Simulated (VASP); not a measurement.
Crystal: WS2.

```
W S
1.0
     1.57900    0.91164    6.16333
    -1.57900    0.91164    6.16333
     0.00000   -1.82327    6.16333
W S
1 2
Cartesian
  0.0000 0.0000 0.0000
  0.0000 0.0000 13.8730
  0.0000 0.0000 10.7427
```

* Program: VASP 6.6.1
* Task: relaxation of cell and atoms
* Functional: PBE
* Potentials or basis: VASP PAW PBE potentials, release 64 (W_sv, S)
* Cutoff: 600 eV
* k mesh: 6 × 6 × 6
* Occupations: gaussian, width 0.1 eV
* Spin: no spin polarisation

At the start: pressure 4.6 GPa; volume 17.74 Å³/atom.

Problem. Where does the relaxation end?

Solution. Over 20 steps the energy falls by 23.0 meV/atom and the volume is 20.34 Å³/atom (+14.6 %); space group R3m (No. 160, to 0.05 Å).

Step by step:
| step | energy change (eV) | largest force (eV/Å) | pressure (GPa) | volume (Å³) |
| --- | --- | --- | --- | --- |
| 1 | 0.0000 | 0.6089 | 4.59 | 53.23 |
| 2 | 0.0591 | 1.5197 | -7.23 | 57.25 |
| 3 | -0.0239 | 0.3534 | 0.01 | 54.58 |
| 4 | -0.0239 | 0.3480 | 0.09 | 54.55 |
| 5 | -0.0293 | 0.2216 | 0.43 | 54.86 |
| 6 | -0.0298 | 0.2668 | 0.55 | 54.98 |
| 7 | -0.0336 | 0.1724 | 0.27 | 55.33 |
| 8 | -0.0401 | 0.1108 | -0.47 | 56.38 |
| 9 | -0.0408 | 0.2340 | -0.77 | 56.84 |
| 10 | -0.0442 | 0.2204 | -0.63 | 57.01 |
| 11 | -0.0527 | 0.1782 | -0.14 | 57.51 |
| 12 | -0.0620 | 0.1464 | 0.94 | 58.48 |
| 13 | -0.0516 | 0.4062 | 3.64 | 60.35 |
| 14 | -0.0619 | 0.2287 | 1.98 | 59.10 |
| 15 | -0.0656 | 0.0993 | 1.24 | 59.74 |
| 16 | -0.0671 | 0.1832 | -0.05 | 60.96 |
| 17 | -0.0674 | 0.1068 | 0.31 | 60.61 |
| 18 | -0.0680 | 0.0897 | 0.18 | 60.73 |
| 19 | -0.0687 | 0.0843 | -0.21 | 61.05 |
| 20 | -0.0689 | 0.0280 | 0.00 | 61.02 |

Final structure:
```cif
data_structure
_symmetry_space_group_name_H-M 'P 1'
_symmetry_Int_Tables_number 1
_cell_length_a 7.1715
_cell_length_b 7.1715
_cell_length_c 7.1715
_cell_angle_alpha 25.688
_cell_angle_beta 25.688
_cell_angle_gamma 25.688
_cell_volume 61.02
loop_
_atom_site_label
_atom_site_type_symbol
_atom_site_fract_x
_atom_site_fract_y
_atom_site_fract_z
_atom_site_occupancy
W1 W 0.99935 0.99935 0.99935 1
S1 S 0.74155 0.74155 0.74155 1
S2 S 0.59041 0.59041 0.59041 1
```

Caveat: the volume moved by +15 % from the deposited cell, more than functionals usually miss; the relaxation stopped at a loose force limit of 0.05 eV/Å, so its end isn't a converged minimum.
